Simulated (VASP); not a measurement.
# Pt: single point with r2SCAN

The system is Pt.

```
Pt
1.0
     2.72335    0.00000    0.00000
    -1.36168    2.35849    0.00000
     0.00000    0.00000    4.72737
Pt
2
Direct
  0.33333 0.66667 0.25000
  0.66667 0.33333 0.75000
```

```yaml
Program: VASP 6.6.1
Task: single point
Functional: r2SCAN
Potentials_or_basis: VASP PAW PBE potentials, release 64 (Pt)
Cutoff: 520 eV
k_mesh: 11 × 11 × 6
Occupations: fermi-dirac, width 0.05 eV
Spin: no spin polarisation
```

- Pressure: 5.1 GPa
- Band gap on the k mesh: zero (band 10 reaches 11.31 eV, above the bottom of band 11 at 9.94 eV)

Stress tensor (GPa, compression positive):
```
5.59 0.00 0.00
0.00 5.59 0.00
0.00 0.00 4.11
```

Levels at points of the mesh, in eV from the Fermi level:
| k point | band 7 | band 8 | band 9 | band 10 | band 11 | band 12 | band 13 | band 14 |
| --- | --- | --- | --- | --- | --- | --- | --- | --- |
| (0.00, 0.00, 0.00) | -3.36 | -2.03 | -2.03 | -0.72 | -0.29 | -0.29 | 5.21 | 16.01 |
| (0.00, 0.00, 0.50) | -3.76 | -3.76 | -0.92 | -0.92 | -0.92 | -0.92 | 12.85 | 12.85 |

Wall time 51 s on 1 thread of Intel(R) Xeon(R) 6975P-C (Granite Rapids), with other jobs on the host, peak memory 0.16 GiB.

Caveat: the PAW data sets were made with another functional, which shifts forces and pressure a little; spin-orbit coupling is left out, which moves the levels of the heavy elements.
